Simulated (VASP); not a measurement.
# MgF2 (P4_2/mnm) in VASP: relaxation of shape and atoms at fixed volume with PBE

Aim: the relaxation of shape and atoms at fixed volume of MgF2 with PBE.

All numbers are computed with VASP 6.6.1; they aren't measurements. Logs are shortened: lines on timing, memory, paths and dates and some standing lists are left out, and cuts for length are marked.

**1. The cell of the first run**

The structure is tetragonal, space group P4_2/mnm (No. 136). Conventional cell: a = 4.763 Å, b = 4.763 Å, c = 3.129 Å, α = 90.00°, β = 90.00°, γ = 90.00°. Mg (site symmetry mmm) has 6 F at 2.05 Å within 2.7 Å. F (site symmetry m2m) has 3 Mg at 2.05 Å and 1 F at 2.64 Å within 2.7 Å.

**2. Relaxation of shape and atoms at fixed volume, PBE (11.83 Å³/atom)**

Input file INCAR:

```
  PREC = Accurate
  ENCUT = 600
  EDIFF = 1E-7
  ISMEAR = 0
  SIGMA = 0.05
  LREAL = F
  LASPH = T
  NELM = 120
  ALGO = Normal
  ISIF = 4
  LWAVE = F
  LCHARG = F
  GGA = PE
  IBRION = 2
  NSW = 60
  EDIFFG = -0.01
  GGA_COMPAT = F
  NELMIN = 4
```

Input file KPOINTS:

```
Automatic mesh
0
Gamma
  6 6 10
```

Input file POSCAR:

```
MgF2
1.0
    4.7627800522      0.0000000000      0.0000000000
    0.0000000000      4.7627800522      0.0000000000
    0.0000000000      0.0000000000      3.1293439576
Mg F
2 4
Direct
    0.0000000000      0.0000000000      0.0000000000
    0.5000000000      0.5000000000      0.5000000000
    0.3040390943      0.3040390943      0.0000000000
    0.1959609057      0.8040390943      0.5000000000
    0.6959609057      0.6959609057      0.0000000000
    0.8040390943      0.1959609057      0.5000000000
```

Potentials or basis: VASP PAW PBE potentials, release 64 (Mg, F).

Run with:

```bash
> cat potpaw_PBE.64/Mg/POTCAR potpaw_PBE.64/F/POTCAR > POTCAR
> mpirun -np 1 vasp_std > vasp.out
```

OUTCAR:

```text
PREC = Accurate
   ENCUT = 600
   EDIFF = 1E-7
   ISMEAR = 0
   LREAL = F
   LASPH = T
   NELM = 120
   ISIF = 4
   GGA = PE
   IBRION = 2
   NSW = 60
   EDIFFG = -0.01
   NELMIN = 4

 ion  position               nearest neighbor table
   1  0.000  0.000  0.000-   4 2.05   6 2.05   4 2.05   6 2.05   5 2.05   3 2.05
   2  0.500  0.500  0.500-   3 2.05   5 2.05   3 2.05   5 2.05   4 2.05   6 2.05
   3  0.304  0.304  0.000-   2 2.05   2 2.05   1 2.05
   4  0.196  0.804  0.500-   1 2.05   1 2.05   2 2.05
   5  0.696  0.696  0.000-   2 2.05   2 2.05   1 2.05
   6  0.804  0.196  0.500-   1 2.05   1 2.05   2 2.05

  LATTYP: Found a simple tetragonal cell.
 ALAT       =     4.7627800522
 C/A-ratio  =     0.6570414597

  Lattice vectors:

 A1 = (   4.7627800522,   0.0000000000,   0.0000000000)
 A2 = (   0.0000000000,   4.7627800522,   0.0000000000)
 A3 = (   0.0000000000,   0.0000000000,   3.1293439576)

Analysis of symmetry for initial positions (statically):
=====================================================================
 Subroutine PRICEL returns:
 Original cell was already a primitive cell.

 Routine SETGRP: Setting up the symmetry group for a
 simple tetragonal supercell.

 Subroutine GETGRP returns: Found 16 space group operations
 (whereof  8 operations were pure point group operations)
 out of a pool of 16 trial point group operations.

The static configuration has the point symmetry D_2h.
 The point group associated with its full space group is D_4h.

Analysis of symmetry for dynamics (positions and initial velocities):
=====================================================================
 Subroutine PRICEL returns:
 Original cell was already a primitive cell.

 Routine SETGRP: Setting up the symmetry group for a
 simple tetragonal supercell.

 Subroutine GETGRP returns: Found 16 space group operations
 (whereof  8 operations were pure point group operations)
 out of a pool of 16 trial point group operations.

The dynamic configuration has the point symmetry D_2h.
 The point group associated with its full space group is D_4h.

 Subroutine INISYM returns: Found 16 space group operations
 (whereof  8 operations are pure point group operations),
 and found     1 'primitive' translations

----------------------------------------------------------------------------------------

                                     Primitive cell

  volume of cell :      70.9863

  direct lattice vectors                    reciprocal lattice vectors
     4.762780052  0.000000000  0.000000000     0.209961407  0.000000000  0.000000000
     0.000000000  4.762780052  0.000000000     0.000000000  0.209961407  0.000000000
     0.000000000  0.000000000  3.129343958     0.000000000  0.000000000  0.319555796

  length of vectors
     4.762780052  4.762780052  3.129343958     0.209961407  0.209961407  0.319555796

  position of ions in fractional coordinates (direct lattice)
     0.000000000  0.000000000  0.000000000
     0.500000000  0.500000000  0.500000000
     0.304039094  0.304039094  0.000000000
     0.195960906  0.804039094  0.500000000
     0.695960906  0.695960906  0.000000000
     0.804039094  0.195960906  0.500000000

  ion indices of the primitive-cell ions
   primitive index   ion index
                 1           1
                 2           2
                 3           3
                 4           4
                 5           5
                 6           6

----------------------------------------------------------------------------------------

 KPOINTS: Automatic mesh

Automatic generation of k-mesh.
 Grid dimensions read from file:
 generate k-points for:    6    6   10

 Generating k-lattice:

  Cartesian coordinates                     Fractional coordinates (reciprocal lattice)
     0.034993568  0.000000000  0.000000000     0.166666667  0.000000000  0.000000000
     0.000000000  0.034993568  0.000000000     0.000000000  0.166666667  0.000000000
     0.000000000  0.000000000  0.031955580     0.000000000  0.000000000  0.100000000

  Length of vectors
     0.034993568  0.034993568  0.031955580

  Shift w.r.t. Gamma in fractional coordinates (k-lattice)
     0.000000000  0.000000000  0.000000000

 Subroutine IBZKPT returns following result:
 ===========================================

 Found     60 irreducible k-points:

 Following reciprocal coordinates:
            Coordinates               Weight
  0.000000  0.000000  0.000000      1.000000
  0.166667  0.000000  0.000000      4.000000
  0.333333  0.000000  0.000000      4.000000
  0.500000  0.000000  0.000000      2.000000
  0.166667  0.166667  0.000000      4.000000
  0.333333  0.166667  0.000000      8.000000
[... 16 lines left out ...]
  0.333333  0.000000  0.200000      8.000000
  0.500000  0.000000  0.200000      4.000000
 [... further k-points ...]
   k-points           NKPTS =     60   k-points in BZ     NKDIM =     60   number of bands    NBANDS=     20
   number of dos      NEDOS =    301   number of ions     NIONS =      6
   total plane-waves  NPLWV =  44800
   dimension x,y,z NGX =    40 NGY =   40 NGZ =   28
   dimension x,y,z NGXF=    80 NGYF=   80 NGZF=   56
   ions per type =               2   4
   NGX,Y,Z   is equivalent  to a cutoff of  13.96, 13.96, 14.87 a.u.
   NGXF,Y,Z  is equivalent  to a cutoff of  27.92, 27.92, 29.75 a.u.
 SYSTEM =  unknown system
   PREC   = accura    normal or accurate (medium, high low for compatibility)
   ISTART =      0    job   : 0-new  1-cont  2-samecut
   ICHARG =      2    charge: 1-file 2-atom 10-const
   ISPIN  =      1    spin polarized calculation?
   LNONCOLLINEAR =      F non collinear calculations
   LSORBIT =      F    spin-orbit coupling
   LASPH  =      T    aspherical Exc in radial PAW
   ENCUT  =  600.0 eV  44.10 Ry    6.64 a.u.   9.51  9.51  6.25*2*pi/ulx,y,z
   NELM   =    120;   NELMIN=  4; NELMDL= -5     # of ELM steps
   EDIFF  = 0.1E-06   stopping-criterion for ELM
   LREAL  =      F    real-space projection
   EDIFFG = -.1E-01   stopping-criterion for IOM
   NSW    =     60    number of steps for IOM
   IBRION =      2    ionic relax: 0-MD 1-quasi-New 2-CG
   NFREE  =      1    steps in history (QN), initial steepest desc. (CG)
   ISIF   =      4    stress and relaxation
   ISYM   =      2    0-nonsym 1-usesym 2-fastsym
   POTIM  = 0.5000    time-step for ionic-motion
   TEBEG  =    0.0;   TEEND  =   0.0 temperature during run
   PSTRESS=    0.0 pullay stress
   NELECT =      32.0000    total number of electrons
   NUPDOWN=      -1.0000    fix difference up-down
   EMIN   =  10.00;   EMAX   =-10.00  energy-range for DOS
   EFERMI =   0.00;   METHOD = LEGACY
   ISMEAR =     0;   SIGMA  =   0.05  broadening in eV -4-tet -1-fermi 0-gaus
   EFERMI_NEDOS =   21; number of points for ismear=-14 and -15
   IALGO  =     38    algorithm
   IMIX   =      4    mixing-type and parameters
     AMIX     =   0.40;   BMIX     =  1.00
     AMIX_MAG =   1.60;   BMIX_MAG =  1.00
  volume/ion in A,a.u.               =      11.83        79.84
  Fermi-wavevector in a.u.,A,eV,Ry     =   1.255259  2.372096 21.438365  1.575675
  Thomas-Fermi vector in A             =   2.389024
   LORBIT       =      0    0 simple, 1 ext, 2 COOP (PROOUT), +10 PAW based schemes
   GGA     = PE    functional components
   LHFCALC =     F    Hartree Fock is set to
   AEXX    =    0.0000 exact exchange contribution
   IVDW    =     0    specifies the selected vdW correction
   LEPSILON=     F    determine dielectric tensor
   LRPA    =     F    only Hartree local field effects (RPA)
 conjugate gradient relaxation of ions
 non-spin polarized calculation
 Gauss-broadening in eV      SIGMA  =   0.05
  energy-cutoff  :      600.00
  volume of cell :       70.99
 maximum number of plane-waves:      2404
 NGX is ok and might be reduce to    40
   NGX = 19   NGY = 19   NGZ = 13

--------------------------------------- Ionic step        1  -------------------------------------------

 number of electron      31.9999987 magnetization

 Free energy of the ion-electron system (eV)
  ---------------------------------------------------
  ext. energy  EPLUGINS =         0.00000000
  ---------------------------------------------------
  free energy    TOTEN  =       -31.51651405 eV

  energy without entropy =      -31.51651405  energy(sigma->0) =      -31.51651405

------------------------ aborting loop because EDIFF is reached ----------------------------------------

  FORCE on cell =-STRESS in cart. coord.  units (eV):
  Direction    XX          YY          ZZ          XY          YZ          ZX
  --------------------------------------------------------------------------------------
  -------------------------------------------------------------------------------------
  Total       -1.8203867     -1.8203867     -2.0131571     -0.0000000      0.0000000      0.0000000
  in kB      -41.0865696    -41.0865696    -45.4374451     -0.0000000      0.0000000      0.0000000
  external PRESSURE =     -42.5368614 kB  Pullay stress =       0.0000000 kB
[... 65 lines left out ...]
  energy  without entropy=      -31.5168470377  energy(sigma->0) =      -31.51684704

--------------------------------------- Ionic step        3  -------------------------------------------

 number of electron      31.9999993 magnetization

 Free energy of the ion-electron system (eV)
  ---------------------------------------------------
  ext. energy  EPLUGINS =         0.00000000
  ---------------------------------------------------
  free energy    TOTEN  =       -31.51703899 eV

  energy without entropy =      -31.51703899  energy(sigma->0) =      -31.51703899

 E-fermi :  -1.3936     XC(G=0):  -9.3296

 val. band max:       -1.7063455222   @ k =   0.0000   0.0000   0.0000
 cond. band min:       4.8457757549   @ k =   0.0000   0.0000   0.0000
 fundamental gap:      6.5521212770
 Fermi energy:        -1.3936477317

 k-point     1 :       0.0000    0.0000    0.0000
  band No.  band energies     occupation
      1     -22.1618      2.00000
      2     -21.5023      2.00000
      3     -21.5023      2.00000
      4     -21.4378      2.00000
      5      -5.4745      2.00000
      6      -3.8739      2.00000
[... 12 lines left out ...]
     19      10.0099      0.00000
[... 513 lines left out ...]
      4     -21.4328      2.00000
      5      -4.6361      2.00000
      6      -4.6361      2.00000
[... 12 lines left out ...]
     19      11.9335      0.00000
     20      11.9335      0.00000

 [... further k-points ...]

------------------------ aborting loop because EDIFF is reached ----------------------------------------

  FORCE on cell =-STRESS in cart. coord.  units (eV):
  Direction    XX          YY          ZZ          XY          YZ          ZX
  --------------------------------------------------------------------------------------
  -------------------------------------------------------------------------------------
  Total       -1.8403585     -1.8403585     -1.8460077     -0.0000000      0.0000000      0.0000000
  in kB      -41.5373387    -41.5373387    -41.6648421     -0.0000000      0.0000000      0.0000000
  external PRESSURE =     -41.5798398 kB  Pullay stress =       0.0000000 kB
[... 21 lines left out ...]
  FREE ENERGIE OF THE ION-ELECTRON SYSTEM (eV)
  ---------------------------------------------------
  free  energy   TOTEN  =       -31.5170389946 eV

  energy  without entropy=      -31.5170389946  energy(sigma->0) =      -31.51703899

 reached required accuracy - stopping structural energy minimisation
```

Wall time 1.7 min (1 thread of Oxide Virtual Turin-like, shared host); peak memory 0.23 GiB.

What came out:

- Free energy: -31.5170 eV
- Energy gained by relaxing: 0.1 meV/atom
- Ionic steps: 3
- Pressure after relaxing: -4.2 GPa
- Band gap on the k mesh: 6.55 eV

Step by step:
| step | energy change (eV) | largest force (eV/Å) | pressure (GPa) | volume (Å³) |
| --- | --- | --- | --- | --- |
| 1 | 0.0000 | 0.0334 | -4.25 | 70.99 |
| 2 | -0.0003 | 0.0199 | -4.22 | 70.99 |
| 3 | -0.0005 | 0.0006 | -4.16 | 70.99 |

Final structure:
```xyz
6
Lattice="4.7690 0.0000 0.0000 0.0000 4.7690 0.0000 0.0000 0.0000 3.1212" Properties=species:S:1:pos:R:3 pbc="T T T"
Mg    0.0000    0.0000    0.0000
Mg    2.3845    2.3845    1.5606
F     1.4528    1.4528    0.0000
F     0.9317    3.8373    1.5606
F     3.3162    3.3162    0.0000
F     3.8373    0.9317    1.5606
```

Levels at points of the mesh, in eV from the valence-band top:
```csv
k point,band 13,band 14,band 15,band 16,band 17,band 18,band 19,band 20
"(0.00, 0.00, 0.00)",-0.72,-0.31,-0.31,0.00,6.55,11.72,11.72,13.14
"(0.50, 0.00, 0.00)",-0.92,-0.92,-0.35,-0.35,8.86,8.86,12.92,12.92
"(0.50, 0.50, 0.00)",-0.86,-0.86,-0.68,-0.68,10.35,10.35,10.73,10.73
"(0.00, 0.00, 0.50)",-0.98,-0.98,-0.76,-0.76,11.18,11.18,14.42,14.42
"(0.50, 0.00, 0.50)",-0.67,-0.67,-0.59,-0.59,12.13,12.13,12.63,12.63
"(0.50, 0.50, 0.50)",-0.53,-0.53,-0.46,-0.46,12.41,12.41,12.85,12.85
```
